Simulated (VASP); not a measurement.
Here is a VASP 6.6.1 calculation.

The input POSCAR:

```
Te
1.0
    4.2169757553      0.0000000000      0.0000000000
   -2.1084878776      3.6520081312      0.0000000000
    0.0000000000      0.0000000000      4.5564822979
Te
2
Direct
    0.3333333333      0.6666666667      0.2500000000
    0.6666666667      0.3333333333      0.7500000000
```

File INCAR.step1:

```
PREC = Accurate ; ENCUT = 520
ISMEAR = -1 ; SIGMA = 0.1
LREAL = F ; LASPH = T
NELM = 80 ; NBANDS = 13
GGA = PE ; ALGO = Normal
EDIFF = 1E-4 ; LWAVE = T
LCHARG = F
```

INCAR.step2

```
PREC = Accurate ; ENCUT = 520
EDIFF = 1E-6 ; ISMEAR = -1
SIGMA = 0.1 ; LREAL = F
LASPH = T ; NELM = 80
ALGO = Normal ; ISIF = 2
LWAVE = F ; LCHARG = T
METAGGA = R2SCAN ; LMIXTAU = T
LELF = T ; LVHAR = T
NBANDS = 13 ; ISTART = 1
```

KPOINTS

```
regular mesh
0
Gamma
  10 10 8
```

Potentials or basis: VASP PAW PBE potentials, release 64 (Te).

Command:

```bash
$ cat potpaw_PBE.64/Te/POTCAR > POTCAR
$ cp INCAR.step1 INCAR
$ mpirun -np 1 vasp_std > vasp.out
$ cp INCAR.step2 INCAR
$ mpirun -np 1 vasp_std > vasp.out
```

**Question.** Predict the band gap on the k mesh.

**Answer.** Zero (band 6 reaches 6.05 eV, above the bottom of band 7 at 4.21 eV).

**Question.** Predict the pressure.

**Answer.** -4.7 GPa.

Stress tensor (GPa, compression positive):
```
-3.72  0.00  0.00
 0.00 -3.72  0.00
 0.00  0.00 -6.60
```

Caveat: the PAW data sets were made with another functional, which shifts forces and pressure a little; spin-orbit coupling is left out, which moves the levels of the heavy elements.
